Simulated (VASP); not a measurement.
# O (Fm-3m) in VASP: a series of runs, part 2 of 2

VASP 6.6.1. Earlier steps stand in the parts before.

## Step 4: Single point, PBEsol (volume scaled by 0.55)

File INCAR:

```
PREC = Accurate ; ENCUT = 520
EDIFF = 1E-7 ; ISMEAR = -1
SIGMA = 0.08 ; LREAL = F
LASPH = T ; NELM = 60
ALGO = Normal ; ISIF = 2
LWAVE = F ; LCHARG = F
GGA = PS ; NBANDS = 9
```

File KPOINTS:

```
regular mesh
0
Gamma
  18 18 18
```

File POSCAR:

```
O
1.0
    0.0000000000      1.2732116134      1.2732116134
    1.2732116134      0.0000000000      1.2732116134
    1.2732116134      1.2732116134      0.0000000000
O
1
Direct
    0.0000000000      0.0000000000      0.0000000000
```

Potentials or basis: VASP PAW PBE potentials, release 64 (O).

Started as:

```sh
cat potpaw_PBE.64/O/POTCAR > POTCAR
mpirun -np 1 vasp_std > vasp.out
```

OUTCAR:

```text
PREC = Accurate
   ENCUT = 520
   EDIFF = 1E-7
   ISMEAR = -1
   LREAL = F
   LASPH = T
   NELM = 60
   ISIF = 2
   GGA = PS

 ion  position               nearest neighbor table
   1  0.000  0.000  0.000-

  LATTYP: Found a face centered cubic cell.
 ALAT       =     2.5464232268

  Lattice vectors:

 A1 = (   0.0000000000,   1.2732116134,   1.2732116134)
 A2 = (   1.2732116134,   0.0000000000,   1.2732116134)
 A3 = (   1.2732116134,   1.2732116134,   0.0000000000)

[... 465 lines left out ...]
      9      66.1039      0.00000

 [... further k-points ...]

------------------------ aborting loop because EDIFF is reached ----------------------------------------

  FORCE on cell =-STRESS in cart. coord.  units (eV):
  Direction    XX          YY          ZZ          XY          YZ          ZX
  --------------------------------------------------------------------------------------
  -------------------------------------------------------------------------------------
  Total        9.8474234      9.8474234      9.8474234     -0.0000000     -0.0000000      0.0000000
  in kB     3822.0945340   3822.0945340   3822.0945340     -0.0000000     -0.0000000      0.0000000
  external PRESSURE =    3822.0945340 kB  Pullay stress =       0.0000000 kB

 VOLUME and BASIS-vectors are now :
 -----------------------------------------------------------------------------
  energy-cutoff  :      520.00
  volume of cell :        4.13
      direct lattice vectors                 reciprocal lattice vectors
     0.000000000  1.273211613  1.273211613    -0.392707697  0.392707697  0.392707697
     1.273211613  0.000000000  1.273211613     0.392707697 -0.392707697  0.392707697
     1.273211613  1.273211613  0.000000000     0.392707697  0.392707697 -0.392707697

 POSITION                                       TOTAL-FORCE (eV/Angst)
 -----------------------------------------------------------------------------------
      0.00000      0.00000      0.00000         0.000000      0.000000      0.000000
 -----------------------------------------------------------------------------------
    total drift:                               -0.000000     -0.000000      0.000000

  FREE ENERGIE OF THE ION-ELECTRON SYSTEM (eV)
  ---------------------------------------------------
  free  energy   TOTEN  =        -0.2692379280 eV

  energy  without entropy=       -0.2563519197  energy(sigma->0) =       -0.26279492
```

stdout:

```text
POSCAR found type information on POSCAR O
 POSCAR found :  1 types and       1 ions
 scaLAPACK will be used
 -----------------------------------------------------------------------------
|                                                                             |
|                                                                             |
|     You enforced a specific xc type in the INCAR file but a different       |
|     I HOPE YOU KNOW WHAT YOU ARE DOING!                                     |
|                                                                             |
 -----------------------------------------------------------------------------

 LDA part: xc-table for (Slater+PW92), standard interpolation
 POSCAR, INCAR and KPOINTS ok, starting setup
 FFT: planning ... GRIDC
 FFT: planning ... GRID_SOFT
 FFT: planning ... GRID
 WAVECAR not read
 entering main loop
```

It took 8.6 s on 1 thread of AMD EPYC 7R43 (Zen 3), shared host; peak memory 0.07 GiB.

Results:

```
Free energy            : -0.2692 eV
Pressure               : 382.2 GPa
Band gap on the k mesh : zero (band 3 reaches 17.69 eV, above the bottom of band 4 at 8.59 eV)
```

Levels at points of the mesh, in eV from the Fermi level:
```csv
k point,band 1,band 2,band 3,band 4,band 5,band 6,band 7
"(0.00, 0.00, 0.00)",-31.60,4.59,4.59,4.59,35.35,43.75,43.75
"(0.50, 0.00, 0.00)",-20.14,-15.26,2.67,2.67,31.17,37.16,39.93
"(0.50, 0.50, 0.00)",-15.69,-12.87,-1.84,-1.84,18.97,23.70,46.49
```

Caveat: the PAW data sets were made with another functional, which shifts forces and pressure a little.

## Step 5: Single point, PBEsol (volume scaled by 0.65)

File INCAR:

```
PREC = Accurate
ENCUT = 520
EDIFF = 1E-6
ISMEAR = -1
SIGMA = 0.08
LREAL = F
LASPH = T
NELM = 60
ALGO = Normal
ISIF = 2
LWAVE = F
LCHARG = F
GGA = PS
NBANDS = 9
```

File KPOINTS:

```
Automatic mesh
0
Gamma
  18 18 18
```

File POSCAR:

```
O
1.0
    0.0000000000      1.3461211475      1.3461211475
    1.3461211475      0.0000000000      1.3461211475
    1.3461211475      1.3461211475      0.0000000000
O
1
Direct
    0.0000000000      0.0000000000      0.0000000000
```

Started as:

```sh
cat potpaw_PBE.64/O/POTCAR > POTCAR
mpirun -np 1 vasp_std > vasp.out
```

Wall time 7.5 s (1 thread of AMD EPYC 7R43 (Zen 3), shared host); peak memory 0.07 GiB.

The run converged. Its results:

```yaml
Free_energy: -1.5741 eV
Pressure: 193.9 GPa
Band_gap_on_the_k_mesh: zero (band 3 reaches 13.31 eV, above the bottom of band 4 at 6.15 eV)
```

Levels at points of the mesh, in eV from the Fermi level:
```tsv
k point	band 1	band 2	band 3	band 4	band 5	band 6
(0.00, 0.00, 0.00)	-28.23	3.68	3.68	3.68	29.71	41.09
(0.50, 0.00, 0.00)	-19.00	-12.59	2.13	2.13	28.07	33.53
(0.50, 0.50, 0.00)	-15.56	-10.61	-1.48	-1.48	18.29	23.23
```

Caveat: the PAW data sets were made with another functional, which shifts forces and pressure a little.

## Step 6: Single point, PBEsol (volume scaled by 0.75)

File INCAR:

```
PREC = Accurate ; ENCUT = 520
EDIFF = 1E-7 ; ISMEAR = -1
SIGMA = 0.08 ; LREAL = F
LASPH = T ; NELM = 80
ALGO = Normal ; ISIF = 2
LWAVE = F ; LCHARG = T
GGA = PS ; LELF = T
LVHAR = T ; NBANDS = 9
```

KPOINTS is that of step 5.

File POSCAR:

```
O
1.0
    0.0000000000      1.4118875738      1.4118875738
    1.4118875738      0.0000000000      1.4118875738
    1.4118875738      1.4118875738      0.0000000000
O
1
Direct
    0.0000000000      0.0000000000      0.0000000000
```

Potentials or basis: VASP PAW PBE potentials, release 64 (O).

Started as:

```sh
cat potpaw_PBE.64/O/POTCAR > POTCAR
mpirun -np 1 vasp_std > vasp.out
```

Wall time 11 s (1 thread of AMD EPYC 7R43 (Zen 3), shared host); peak memory 0.07 GiB.

Results (log left out):

| Quantity | Value |
| --- | --- |
| Free energy | -2.2300 eV |
| Pressure | 94.7 GPa |
| Band gap on the k mesh | zero (band 3 reaches 10.04 eV, above the bottom of band 4 at 4.24 eV) |

Levels at points of the mesh, in eV from the Fermi level:
```
           k point  band 1  band 2  band 3  band 4  band 5  band 6
(0.00, 0.00, 0.00)  -25.73    3.04    3.04    3.04   25.61   38.98
(0.50, 0.00, 0.00)  -18.19  -10.60    1.76    1.76   25.79   30.64
(0.50, 0.50, 0.00)  -15.47   -8.93   -1.22   -1.22   17.80   22.80
```

Caveat: the PAW data sets were made with another functional, which shifts forces and pressure a little.

## Step 7: Overview

```tsv
cell	gap on the mesh (eV)	pressure (GPa)
a = 1.801 Å, angles 60.0°, 1 atom	none	382.2
a = 1.904 Å, angles 60.0°, 1 atom	none	193.9
a = 1.997 Å, angles 60.0°, 1 atom	none	94.7
```

Alike in all rows: task single point; level PBEsol; potentials or basis VASP PAW PBE potentials, release 64 (O); no spin polarisation; k mesh 18 × 18 × 18; cutoff (eV) 520; smearing fermi-dirac 0.08 eV.

Caveats: the PAW data sets were made with another functional, which shifts forces and pressure a little.

Total energies depend on the potentials used, so only differences within one code and one set of settings carry meaning.
